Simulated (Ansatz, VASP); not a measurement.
## CsNi3: VASP beside Ansatz

```
CELL_PARAMETERS angstrom
4.04615 0.00000 0.00000
0.00000 4.04615 0.00000
0.00000 0.00000 4.04615
ATOMIC_POSITIONS crystal
Cs 0.00000 0.00000 0.00000
Ni 0.00000 0.50000 0.50000
Ni 0.50000 0.00000 0.50000
Ni 0.50000 0.50000 0.00000
```

Alike in both runs: functional PBE; k mesh 4 × 4 × 4; occupations gaussian, width 0.1 eV; collinear spin.

Ansatz relaxed the structure, and its values are those at the end. VASP's run is a single point on that final structure, the one shown.

|  | VASP | Ansatz |
| --- | --- | --- |
| version | VASP 6.6.1 | Ansatz 0.2.0 |
| potentials or method | VASP PAW PBE potentials, release 64 (Cs_sv, Ni), cutoff 520 eV | scalar-relativistic, plane waves, PAW |
| valence electrons in the cell | 39 | 63 |

```csv
,VASP,Ansatz,Ansatz less VASP
gap on the k mesh at the Fermi level (eV),none,none,-
pressure (GPa),1.3,-0.1,-1.43
net moment per atom (μB),0.33,0.33,-0.001
size of the moment on the site where the two differ most (μB),0.46,0.46,+0.004
```

Site moments also hang on the region over which each program counts them. A gap of «none» marks a metal or a gap that the smearing closes. VASP's potentials hold 39 valence electrons a cell and Ansatz's 63, so a difference there can come from the potentials and not from the codes.

The k mesh is coarse, so the values compare programs but aren't converged. Neither program's run includes spin-orbit coupling.
